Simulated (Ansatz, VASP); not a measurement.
**Ti4C3: VASP beside Ansatz**

INCAR

```
PREC = Accurate
ENCUT = 520
EDIFF = 1E-6
ISMEAR = 0
SIGMA = 0.1
LREAL = False
LASPH = True
NELM = 150
ALGO = Normal
ISIF = 2
LWAVE = False
LCHARG = False
ISPIN = 2
MAGMOM = 1 1 1 1 0 0 0
LORBIT = 11
LMAXMIX = 4
GGA = PE
NBANDS = 43
```

The input KPOINTS:

```
Automatic mesh
0
Gamma
  4 4 4
```

POSCAR

```
Ti4C3
1.0
    4.3102352073      0.0000000000      0.0000000000
    0.0000000000      4.3102352073      0.0000000000
    0.0000000000      0.0000000000      4.3102352073
Ti C
4 3
Direct
    0.5000000000      0.0000000000      0.0000000000
    0.0000000000      0.5000000000      0.0000000000
    0.0000000000      0.0000000000      0.5000000000
    0.5000000000      0.5000000000      0.5000000000
    0.0000000000      0.5000000000      0.5000000000
    0.5000000000      0.0000000000      0.5000000000
    0.5000000000      0.5000000000      0.0000000000
```

Input for Ansatz:

```yaml
crystal:
  lattice:
    - [4.3102352073, 0.0, 0.0]
    - [0.0, 4.3102352073, 0.0]
    - [0.0, 0.0, 4.3102352073]
  atoms:
    - { symbol: Ti, position: [0.5, 0.0, 0.0], spin: 1.0 }
    - { symbol: Ti, position: [0.0, 0.5, 0.0], spin: 1.0 }
    - { symbol: Ti, position: [0.0, 0.0, 0.5], spin: 1.0 }
    - { symbol: Ti, position: [0.5, 0.5, 0.5], spin: 1.0 }
    - { symbol: C, position: [0.0, 0.5, 0.5] }
    - { symbol: C, position: [0.5, 0.0, 0.5] }
    - { symbol: C, position: [0.5, 0.5, 0.0] }
basis:
  ecutwfc: 420
kpoints:
  mp_grid: { grid: [4, 4, 4] }
hamiltonian:
  xc: pbe
scf:
  occupations: { method: gaussian, width: 0.1 }
  lower_state_search: "off"
output:
  forces: true
  stress: true
  eigenvalues: true
  populations: true
magnetization:
  spin_polarized: true
```

Change from the starting cell: ordered vacancies on the anion sites of rock salt (Pm-3m, No. 221).

Alike in both runs: task single point; functional PBE; k mesh 4 × 4 × 4; occupations gaussian, width 0.1 eV; collinear spin.

|  | VASP | Ansatz |
| --- | --- | --- |
| version | VASP 6.6.1 | Ansatz 0.2.0 |
| potentials or method | VASP PAW PBE potentials, release 64 (Ti_sv, C), cutoff 520 eV | scalar-relativistic, plane waves, PAW |
| valence electrons in the cell | 60 | 60 |

|  | VASP | Ansatz | Ansatz less VASP |
| --- | --- | --- | --- |
| gap on the k mesh at the Fermi level (eV) | none | none | - |
| pressure (GPa) | 0.1 | -0.1 | -0.18 |
| net moment per atom (μB) | 0.00 | 0.00 | 0.000 |

A gap of «none» marks a metal or a gap that the smearing closes. Ansatz's warnings: seeded moment not kept.

The k mesh is coarse, so the values compare programs but aren't converged.
